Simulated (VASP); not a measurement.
A run of VASP 6.6.1 is set up as follows.

The input INCAR:

```
SYSTEM = Si
PREC     = Accurate       ! precision mode
ENCUT    = 520            ! plane-wave cutoff, eV
EDIFF    = 1E-6           ! SCF threshold, eV
ISMEAR   = 0              ! smearing method
SIGMA    = 0.1            ! smearing width, eV
LREAL    = .False.        ! projectors in reciprocal space
LASPH    = .True.         ! aspherical terms in the spheres
NELM     = 100            ! most SCF steps
ALGO     = Normal         ! electronic algorithm
ISIF     = 2              ! what is computed and relaxed
LWAVE    = .False.        ! write WAVECAR
LCHARG   = .True.         ! write CHGCAR
LDIPOL   = .True.       
IDIPOL   = 3            
DIPOL    = 0.5 0.5 0.413
GGA      = PE             ! functional
IVDW     = 12             ! dispersion correction
LELF     = .True.         ! ELF
LVHAR    = .True.       
LVACPOTAV= .True.       
NBANDS   = 16             ! bands
```

Contents of KPOINTS:

```
Automatic mesh
0
Gamma
  9 9 1
  0 0 0
```

POSCAR

```
Si
1.0
    3.8475254748      0.0000000000      0.0000000000
   -1.9237627374      3.3320548028      0.0000000000
    0.0000000000      0.0000000000     18.4415958287
Si
4
Direct
    0.3333333333      0.6666666667      0.2695427207
    0.6666666667      0.3333333333      0.2440135898
    0.8888888889      0.1111111111      0.5824656352
    0.5555555556      0.4444444444      0.5569365043
```

Potentials or basis: VASP PAW PBE potentials, release 64 (Si).

The run is started by

```bash
$ cat potpaw_PBE.64/Si/POTCAR > POTCAR
$ mpirun -np 1 vasp_std > vasp.out
```

Q: Estimate the dispersion energy per atom.

A: -0.210 eV.

Q: Estimate the band gap on the k mesh.

A: 0.05 eV, direct.

Q: Estimate the largest force.

A: 0.040 eV/Å.

Forces in eV/Å, atoms in the order of the input:
```
Si   0.001  0.000  0.038
Si   0.000  0.000  0.025
Si   0.000  0.000 -0.023
Si  -0.001  0.000 -0.040
```
